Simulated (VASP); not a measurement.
# Al18BH3 in VASP: further runs

Runs on Al18BH3. Level: PBE+D3(BJ). Tasks: single point.

Program: VASP 6.6.1. These are calculated values, not measurements. Logs are shortened: lines on timing, memory, paths and dates and some standing lists are left out, and cuts for length are marked.

## Step 1: The cell of the first run

The cell holds a slab with vacuum, 22 atoms: a = 12.150 Å, b = 5.728 Å, c = 16.864 Å, α = 90.00°, β = 90.00°, γ = 90.00°.

## Step 2: Single point, PBE+D3(BJ)

Contents of INCAR:

```
ALGO = Normal ; EDIFF = 1E-6
ENCUT = 520 ; GGA = PE
ISIF = 2 ; ISMEAR = -1
IVDW = 12 ; LASPH = True
LCHARG = False ; LREAL = Auto
LWAVE = False ; NBANDS = 47
NELM = 80 ; PREC = Accurate
SIGMA = 0.15
```

Contents of KPOINTS:

```
k-points
0
Gamma
  1 2 1
```

Contents of POSCAR:

```
Al18BH3
1.0
   12.1500000000      0.0000000000      0.0000000000
    0.0000000000      5.7275650000      0.0000000000
    0.0000000000      0.0000000000     16.8637820000
Al B H
18 1 3
Direct
    0.0000000000      0.0000000000      0.0592986793
    0.3333333333      0.0000000000      0.0592986793
    0.6666666667      0.0000000000      0.0592986793
    0.0000000000      0.5000030554      0.0592986793
    0.3333333333      0.5000030554      0.0592986793
    0.6666666667      0.5000030554      0.0592986793
    0.1692427984      0.2500189871      0.1441313698
    0.4996460905      0.2507173642      0.1458925406
    0.8289794239      0.2529696302      0.1410952774
    0.1688641975      0.7504934470      0.1457858030
    0.5005514403      0.7496030163      0.1455841875
    0.8321893004      0.7487300450      0.1448844630
    0.0030288066     -0.0578081611      0.2219727461
    0.3331934156      0.0006110799      0.2367084679
    0.6657366255     -0.0020951312      0.2367143978
    0.0040082305      0.5618268845      0.2168967791
    0.3331604938      0.4993395972      0.2366610289
    0.6661481481      0.5021680243      0.2365009225
    1.0446748971      0.2563916778      0.2865252883
    0.9860740741      0.3508820939      0.3452724899
    0.9396954733      0.1696881659      0.2642111953
    1.0975390947      0.0967426821      0.3280165742
```

Potentials or basis: VASP PAW PBE potentials, release 64 (Al, B, H).

Started as:

```
$ cat potpaw_PBE.64/Al/POTCAR potpaw_PBE.64/B/POTCAR potpaw_PBE.64/H/POTCAR > POTCAR
$ mpirun -np 1 vasp_std > vasp.out
```

OUTCAR:

```text
EDIFF = 1E-6
   ENCUT = 520
   GGA = PE
   ISIF = 2
   ISMEAR = -1
   IVDW = 12
   LASPH = True
   LREAL = Auto
   NELM = 80
   PREC = Accurate
 IVDW          = 12

 ion  position               nearest neighbor table
   1  0.000  0.000  0.059-  13 2.76   4 2.86   4 2.86  12 2.88   9 2.88   7 2.89  10 2.89
   2  0.333  0.000  0.059-   7 2.84  10 2.86   5 2.86   5 2.86   8 2.88  11 2.88  14 2.99
   3  0.667  0.000  0.059-   9 2.81  12 2.86   6 2.86   6 2.86  11 2.87   8 2.88  15 2.99
   4  0.000  0.500  0.059-  16 2.68   1 2.86   1 2.86   9 2.87  12 2.88   7 2.89  10 2.90
   5  0.333  0.500  0.059-   7 2.84  10 2.86   2 2.86   2 2.86   8 2.87  11 2.88  17 2.99
   6  0.667  0.500  0.059-   9 2.79  12 2.86   3 2.86   3 2.86  11 2.87   8 2.88  18 2.99
   7  0.169  0.250  0.144-   5 2.84   2 2.84  10 2.86  10 2.87   4 2.89   1 2.89  17 2.91  14 2.91
                            16 2.95  13 2.98
   8  0.500  0.251  0.146-  11 2.86  11 2.87   5 2.87   2 2.88   6 2.88   3 2.88  17 2.91  14 2.91
                            18 2.92  15 2.92
   9  0.829  0.253  0.141-   6 2.79   3 2.81  12 2.84   4 2.87   1 2.88  12 2.89  18 2.92  15 2.94
                            16 3.05  13 3.08
  10  0.169  0.750  0.146-  16 2.57  13 2.63   2 2.86   5 2.86   7 2.86   7 2.87   1 2.89  14 2.90
                             4 2.90  17 2.90
  11  0.501  0.750  0.146-   8 2.86   6 2.87   8 2.87   3 2.87   5 2.88   2 2.88  18 2.90  15 2.90
                            17 2.92  14 2.93
  12  0.832  0.749  0.145-  16 2.64  13 2.69   9 2.84   6 2.86   3 2.86   4 2.88   1 2.88   9 2.89
                            18 2.91  15 2.92
  13  0.003  0.942  0.222-  21 1.67  19 2.16  16 2.18  10 2.63  12 2.69   1 2.76   7 2.98   9 3.08

  14  0.333  0.001  0.237-  17 2.86  17 2.87  10 2.90   7 2.91   8 2.91  11 2.93   2 2.99
  15  0.666  0.998  0.237-  18 2.84  18 2.89  11 2.90   8 2.92  12 2.92   9 2.94   3 2.99
  16  0.004  0.562  0.217-  19 2.16  13 2.18  10 2.57  12 2.64   4 2.68   7 2.95   9 3.05
  17  0.333  0.499  0.237-  14 2.86  14 2.87  10 2.90   7 2.91   8 2.91  11 2.92   5 2.99
  18  0.666  0.502  0.237-  15 2.84  15 2.89  11 2.90  12 2.91   8 2.92   9 2.92   6 2.99
  19  0.045  0.256  0.287-  22 1.32  20 1.33  21 1.42  13 2.16  16 2.16
  20  0.986  0.351  0.345-  19 1.33
  21  0.940  0.170  0.264-  19 1.42  13 1.67
  22  0.098  0.097  0.328-  19 1.32

  LATTYP: Found a simple orthorhombic cell.
 ALAT       =     5.7275650000
 B/A-ratio  =     2.1213203167
 C/A-ratio  =     2.9443196192

  Lattice vectors:

 A1 = (   0.0000000000,  -5.7275650000,   0.0000000000)
 A2 = (  12.1500000000,   0.0000000000,   0.0000000000)
 A3 = (   0.0000000000,   0.0000000000,  16.8637820000)

Analysis of symmetry for initial positions (statically):
=====================================================================
 Subroutine PRICEL returns:
 Original cell was already a primitive cell.

 Routine SETGRP: Setting up the symmetry group for a
 simple orthorhombic supercell.

 Subroutine GETGRP returns: Found  1 space group operations
 (whereof  1 operations were pure point group operations)
 out of a pool of  8 trial point group operations.

The static configuration has the point symmetry C_1 .

Analysis of symmetry for dynamics (positions and initial velocities):
=====================================================================
 Subroutine PRICEL returns:
 Original cell was already a primitive cell.

 Routine SETGRP: Setting up the symmetry group for a
 simple orthorhombic supercell.

 Subroutine GETGRP returns: Found  1 space group operations
 (whereof  1 operations were pure point group operations)
 out of a pool of  8 trial point group operations.

The dynamic configuration has the point symmetry C_1 .

 Subroutine INISYM returns: Found  1 space group operations
 (whereof  1 operations are pure point group operations),
 and found     1 'primitive' translations

----------------------------------------------------------------------------------------

                                     Primitive cell

  volume of cell :    1173.5492

  direct lattice vectors                    reciprocal lattice vectors
    12.150000000  0.000000000  0.000000000     0.082304527  0.000000000  0.000000000
     0.000000000  5.727565000  0.000000000     0.000000000  0.174594265  0.000000000
     0.000000000  0.000000000 16.863782000     0.000000000  0.000000000  0.059298679

  length of vectors
    12.150000000  5.727565000 16.863782000     0.082304527  0.174594265  0.059298679

  position of ions in fractional coordinates (direct lattice)
     0.000000000  0.000000000  0.059298679
     0.333333333  0.000000000  0.059298679
     0.666666667  0.000000000  0.059298679
     0.000000000  0.500003055  0.059298679
     0.333333333  0.500003055  0.059298679
     0.666666667  0.500003055  0.059298679
[... 14 lines left out ...]
     0.939695473  0.169688166  0.264211195
     0.097539095  0.096742682  0.328016574

[... 56 lines left out ...]
   LSORBIT =      F    spin-orbit coupling
   LASPH  =      T    aspherical Exc in radial PAW
   ENCUT  =  520.0 eV  38.22 Ry    6.18 a.u.  22.59 10.65 31.36*2*pi/ulx,y,z
   NELM   =     80;   NELMIN=  2; NELMDL= -5     # of ELM steps
   EDIFF  = 0.1E-05   stopping-criterion for ELM
   LREAL  =      T    real-space projection
   EDIFFG = 0.1E-04   stopping-criterion for IOM
   NSW    =      0    number of steps for IOM
   IBRION =     -1    ionic relax: 0-MD 1-quasi-New 2-CG
   NFREE  =      0    steps in history (QN), initial steepest desc. (CG)
   ISIF   =      2    stress and relaxation
   ISYM   =      2    0-nonsym 1-usesym 2-fastsym
   POTIM  = 0.5000    time-step for ionic-motion
   TEBEG  =    0.0;   TEEND  =   0.0 temperature during run
   PSTRESS=    0.0 pullay stress
   NELECT =      60.0000    total number of electrons
   NUPDOWN=      -1.0000    fix difference up-down
   EMIN   =  10.00;   EMAX   =-10.00  energy-range for DOS
   EFERMI =   0.00;   METHOD = LEGACY
   ISMEAR =    -1;   SIGMA  =   0.15  broadening in eV -4-tet -1-fermi 0-gaus
   EFERMI_NEDOS =   21; number of points for ismear=-14 and -15
   IALGO  =     38    algorithm
   IMIX   =      4    mixing-type and parameters
     AMIX     =   0.40;   BMIX     =  1.00
     AMIX_MAG =   1.60;   BMIX_MAG =  1.00
  volume/ion in A,a.u.               =      53.34       359.98
  Fermi-wavevector in a.u.,A,eV,Ry     =   0.607610  1.148216  5.023132  0.369190
  Thomas-Fermi vector in A             =   1.662135
   LORBIT       =      0    0 simple, 1 ext, 2 COOP (PROOUT), +10 PAW based schemes
   GGA     = PE    functional components
   LHFCALC =     F    Hartree Fock is set to
   AEXX    =    0.0000 exact exchange contribution
   IVDW    =    12    specifies the selected vdW correction
   LEPSILON=     F    determine dielectric tensor
   LRPA    =     F    only Hartree local field effects (RPA)
 non-spin polarized calculation
  energy-cutoff  :      520.00
  volume of cell :     1173.55
 maximum number of plane-waves:     31598
 NGX is ok and might be reduce to    90
   NGX = 45   NGY = 21   NGZ = 63

 number of electron      60.0000001 magnetization

 Free energy of the ion-electron system (eV)
  ---------------------------------------------------
  ext. energy  EPLUGINS =         0.00000000
  ---------------------------------------------------
  free energy    TOTEN  =       -73.64952416 eV

  energy without entropy =      -72.85757978  energy(sigma->0) =      -73.25355197

 E-fermi :  -1.2405     XC(G=0):  -3.9631

 val. band max:       -1.2929969269   @ k =   0.0000   0.5000   0.0000
 cond. band min:      -0.7973180730   @ k =   0.0000   0.0000   0.0000
 fundamental gap:      0.4956788539
 Fermi energy:        -1.2405101711

 k-point     1 :       0.0000    0.0000    0.0000
  band No.  band energies     occupation
      1     -11.6997      2.00000
      2     -10.1990      2.00000
      3      -9.4830      2.00000
      4      -9.4121      2.00000
      5      -7.0190      2.00000
      6      -6.9202      2.00000
[... 34 lines left out ...]
     41       1.3363      0.00000
     42       1.4039      0.00000

 k-point     2 :       0.0000    0.5000    0.0000
  band No.  band energies     occupation
      1     -11.4037      2.00000
      2      -9.8468      2.00000
      3      -9.0948      2.00000
      4      -8.6641      2.00000
      5      -8.4022      2.00000
      6      -8.3541      2.00000
[... 34 lines left out ...]
     41       1.2208      0.00000
     42       1.8255      0.00000
 [bands above 42 left out]

------------------------ aborting loop because EDIFF is reached ----------------------------------------

 Edisp (eV)   -3.31972

 E8    (eV) :    -1.5320

  FORCE on cell =-STRESS in cart. coord.  units (eV):
  Direction    XX          YY          ZZ          XY          YZ          ZX
  --------------------------------------------------------------------------------------
  -------------------------------------------------------------------------------------
  Total      -7.42261   -23.54427     2.00551     0.68510     0.90014     0.87708
  in kB     -10.13366   -32.14360     2.73800     0.93533     1.22891     1.19743
  external pressure =      -13.18 kB  Pullay stress =        0.00 kB

 VOLUME and BASIS-vectors are now :
 -----------------------------------------------------------------------------
  energy-cutoff  :      520.00
  volume of cell :     1173.55
      direct lattice vectors                 reciprocal lattice vectors
    12.150000000  0.000000000  0.000000000     0.082304527  0.000000000  0.000000000
     0.000000000  5.727565000  0.000000000     0.000000000  0.174594265  0.000000000
     0.000000000  0.000000000 16.863782000     0.000000000  0.000000000  0.059298679

 POSITION                                       TOTAL-FORCE (eV/Angst)
 -----------------------------------------------------------------------------------
      0.00000      0.00000      1.00000         0.041451      0.015840     -0.219154
      4.05000      0.00000      1.00000        -0.036998     -0.291326     -0.191814
      8.10000      0.00000      1.00000        -0.128215     -0.146797     -0.224110
      0.00000      2.86380      1.00000        -0.085062      0.004786     -0.288064
      4.05000      2.86380      1.00000         0.004414      0.257772     -0.216601
      8.10000      2.86380      1.00000        -0.085150      0.150815     -0.211292
[... 14 lines left out ...]
     11.41730      0.97190      4.45560         0.577119      0.483993      0.439166
      1.18510      0.55410      5.53160        -0.496315      1.024318     -1.076985
 -----------------------------------------------------------------------------------
    total drift:                                0.003344     -0.005363     -0.001837

  FREE ENERGIE OF THE ION-ELECTRON SYSTEM (eV)
  ---------------------------------------------------
  free  energy   TOTEN  =       -76.9692442562 eV

  energy  without entropy=      -76.1772998763  energy(sigma->0) =      -76.57327207
```

It took 5.2 min on 1 thread of Intel Xeon Platinum 8488C (Sapphire Rapids), shared host; peak memory 1 GiB.

Results:

| Item | Value |
| --- | --- |
| Free energy | -76.9692 eV |
| Largest force | 3.889 eV/Å |
| Band gap on the k mesh | zero (band 30 reaches -1.29 eV, above the bottom of band 31 at -1.48 eV) |
| Dispersion energy per atom | -0.151 eV |

Forces on the atoms (eV/Å):
```
Al   0.041  0.016 -0.219
Al  -0.037 -0.291 -0.192
Al  -0.128 -0.147 -0.224
Al  -0.085  0.005 -0.288
Al   0.004  0.258 -0.217
Al  -0.085  0.151 -0.211
Al  -0.151  0.062  0.346
Al   0.110 -0.015  0.277
Al  -0.188  0.055 -0.140
Al   0.872  0.238 -0.534
Al  -0.064  0.036  0.166
Al  -0.553 -0.035 -0.108
Al   0.215  2.811 -0.028
Al   0.145 -0.019  0.112
Al   0.024  0.061  0.109
Al   0.151 -3.838  0.611
Al   0.059  0.022  0.145
Al   0.042 -0.084  0.113
B   -1.459 -0.467  1.975
H    1.007 -0.328 -1.054
H    0.577  0.484  0.439
H   -0.496  1.024 -1.077
```

Levels at points of the mesh, in eV from the Fermi level:
```
           k point  band 29  band 30  band 31  band 32  band 33  band 34
(0.00, 0.00, 0.00)    -0.71    -0.61    -0.24    -0.17     0.44     0.71
(0.00, 0.50, 0.00)    -0.07    -0.05     0.49     0.70     0.95     1.45
```

Caveat: the k points lie up to 0.55 Å⁻¹ apart.

## Step 3: Single point, PBE+D3(BJ)

Contents of INCAR:

```
SYSTEM = Al18BH3
PREC     = Accurate       ! precision mode
ENCUT    = 520            ! plane-wave cutoff, eV
EDIFF    = 1E-6           ! SCF threshold, eV
ISMEAR   = -1             ! smearing method
SIGMA    = 0.15           ! smearing width, eV
LREAL    = Auto         
LASPH    = .True.         ! aspherical terms in the spheres
NELM     = 100            ! most SCF steps
ALGO     = Normal         ! electronic algorithm
ISIF     = 2              ! what is computed and relaxed
LWAVE    = .False.        ! write WAVECAR
LCHARG   = .False.        ! write CHGCAR
GGA      = PE             ! functional
IVDW     = 12             ! dispersion correction
NBANDS   = 47             ! bands
```

Contents of KPOINTS:

```
Automatic mesh
0
Gamma
  1 2 1
  0 0 0
```

Contents of POSCAR:

```
Al18BH3
1.0
   12.1500000000      0.0000000000      0.0000000000
    0.0000000000      5.7275650000      0.0000000000
    0.0000000000      0.0000000000     16.8637820000
Al B H
18 1 3
Direct
    0.0000000000      0.0000000000      0.0592986793
    0.3333333333      0.0000000000      0.0592986793
    0.6666666667      0.0000000000      0.0592986793
    0.0000000000      0.5000030554      0.0592986793
    0.3333333333      0.5000030554      0.0592986793
    0.6666666667      0.5000030554      0.0592986793
    0.1800823045      0.2525680634      0.1382667304
    0.5039917695      0.2522887126      0.1558606486
    0.8209711934      0.2553790311      0.1349934433
    0.1962057613      0.7606373738      0.1370392478
    0.5024609053      0.7482411810      0.1535242806
    0.8162222222      0.7490792335      0.1475054647
    0.0080411523      0.0428279731      0.2134633856
    0.3445514403     -0.0129374350      0.2483072896
    0.6649300412     -0.0001396754      0.2490841022
    0.0134897119      0.4365380402      0.2042720903
    0.3417777778      0.5151752970      0.2483547285
    0.6661152263      0.4991475435      0.2483665882
    1.1511522634      0.2320532373      0.2942281868
    1.1803868313      0.0820069262      0.3379491030
    1.1157777778      0.3894325075      0.3330154529
    1.1901069959      0.4309859425      0.2579670444
```

Potentials or basis: VASP PAW PBE potentials, release 64 (Al, B, H).

Started as:

```
$ cat potpaw_PBE.64/Al/POTCAR potpaw_PBE.64/B/POTCAR potpaw_PBE.64/H/POTCAR > POTCAR
$ mpirun -np 1 vasp_std > vasp.out
```

It took 4.4 min on 1 thread of Intel Xeon Platinum 8488C (Sapphire Rapids), shared host; peak memory 1 GiB.

It converged, with:

* Free energy: -75.5353 eV
* Largest force: 3.489 eV/Å
* Band gap on the k mesh: zero (band 30 reaches -0.80 eV, above the bottom of band 31 at -1.33 eV)
* Dispersion energy per atom: -0.149 eV

Forces in eV/Å, atoms in the order of the input:
```
Al   0.254  0.140 -0.769
Al   0.744  0.682 -0.245
Al  -0.426  0.123 -0.061
Al   0.084 -0.017 -1.307
Al   0.728 -0.530 -0.204
Al  -0.420 -0.073 -0.111
Al   0.043 -0.369 -0.347
Al  -0.119 -0.081  0.007
Al   0.601 -0.081  0.657
Al  -1.482 -0.147  0.770
Al   0.282  0.060  0.120
Al   0.716  0.027  0.600
Al  -0.183 -3.081  1.168
Al   0.032  0.204 -0.348
Al   0.114  0.087 -0.208
Al  -0.686  3.021  1.606
Al   0.345 -0.084 -0.364
Al   0.080 -0.078 -0.211
B   -0.987  0.869 -1.168
H    0.353 -0.468  0.011
H   -0.682  0.312  0.760
H    0.608 -0.515 -0.355
```

Levels at points of the mesh, in eV from the Fermi level:
```tsv
k point	band 28	band 29	band 30	band 31	band 32	band 33
(0.00, 0.00, 0.00)	-0.88	-0.58	-0.54	-0.30	-0.11	0.17
(0.00, 0.50, 0.00)	-0.09	0.04	0.23	0.31	0.64	0.97
```

Caveat: the k points lie up to 0.55 Å⁻¹ apart.

## Step 4: Single point, PBE+D3(BJ)

Contents of INCAR:

```
SYSTEM = Al18BH3
PREC = Accurate
ENCUT = 520
EDIFF = 1E-6
ISMEAR = -1
SIGMA = 0.15
LREAL = Auto
LASPH = .True.
NELM = 60
ALGO = Normal
ISIF = 2
LWAVE = .False.
LCHARG = .True.
GGA = PE
IVDW = 12
LELF = .True.
LVHAR = .True.
NBANDS = 47
```

Contents of KPOINTS:

```
regular mesh
0
Gamma
  1 2 1
  0 0 0
```

Contents of POSCAR:

```
Al18BH3
1.0
   12.1500000000      0.0000000000      0.0000000000
    0.0000000000      5.7275650000      0.0000000000
    0.0000000000      0.0000000000     16.8637820000
Al B H
18 1 3
Direct
    0.0000000000      0.0000000000      0.0592986793
    0.3333333333      0.0000000000      0.0592986793
    0.6666666667      0.0000000000      0.0592986793
    0.0000000000      0.5000030554      0.0592986793
    0.3333333333      0.5000030554      0.0592986793
    0.6666666667      0.5000030554      0.0592986793
    0.1776049383      0.2438907284      0.1290872949
    0.5059506173      0.2495126638      0.1652061204
    0.8388559671      0.2450255912      0.1520358838
    0.1706584362      0.7641816374      0.1311983279
    0.5168641975      0.7523965245      0.1614110050
    0.8276131687      0.7548233848      0.1681117557
   -0.0050205761     -0.0595541037      0.2484792557
    0.3585679012      0.0046092886      0.2466706460
    0.6701728395      0.0070885271      0.2534722045
    0.0110781893      0.5343806661      0.2525886542
    0.3592345679      0.5190862085      0.2472873523
    0.6707160494      0.4920590164      0.2531342020
    1.1702551440      0.1824859255      0.2450102830
    1.1849382716     -0.0133913801      0.2227021198
    1.1184609053      0.1325519658      0.2992804342
    1.0606090535      0.4718759193      0.3401135048
```

Started as:

```
$ cat potpaw_PBE.64/Al/POTCAR potpaw_PBE.64/B/POTCAR potpaw_PBE.64/H/POTCAR > POTCAR
$ mpirun -np 1 vasp_std > vasp.out
```

Wall time 5.8 min (1 thread of Intel Xeon Platinum 8488C (Sapphire Rapids), shared host); peak memory 1 GiB.

The run converged. Its results:

- Free energy: -75.9331 eV
- Largest force: 2.610 eV/Å
- Band gap on the k mesh: zero (band 30 reaches -0.83 eV, above the bottom of band 31 at -1.51 eV)
- Dispersion energy per atom: -0.149 eV

Forces on the atoms (eV/Å):
```
Al  -0.296 -0.302  0.218
Al   0.872 -0.318 -0.088
Al   0.030  0.109  0.357
Al  -0.123  0.332  0.350
Al   0.562  0.366  0.099
Al   0.163 -0.113  0.381
Al  -0.571  0.822 -1.056
Al   0.216 -0.012 -0.377
Al   0.118  0.027  0.361
Al  -0.328 -0.654  0.009
Al   0.068  0.159 -0.325
Al  -0.202 -0.321 -0.088
Al  -0.035  2.464 -0.861
Al  -0.851  0.097  0.003
Al   0.088 -0.162 -0.183
Al   0.266 -1.999 -0.342
Al  -0.850 -0.218 -0.135
Al   0.120  0.182 -0.130
B    0.971  0.684  0.448
H    0.684 -1.296 -0.512
H   -0.448  0.094  2.001
H   -0.453  0.059 -0.131
```

Levels at points of the mesh, in eV from the Fermi level:
| k point | band 26 | band 27 | band 28 | band 29 | band 30 | band 31 | band 32 | band 33 | band 34 | band 35 |
| --- | --- | --- | --- | --- | --- | --- | --- | --- | --- | --- |
| (0.00, 0.00, 0.00) | -1.26 | -1.14 | -0.97 | -0.89 | -0.72 | -0.48 | 0.03 | 0.36 | 0.84 | 1.12 |
| (0.00, 0.50, 0.00) | -0.50 | -0.44 | -0.25 | 0.00 | 0.20 | 0.38 | 0.78 | 1.00 | 1.14 | 1.51 |

Caveat: the k points lie up to 0.55 Å⁻¹ apart.
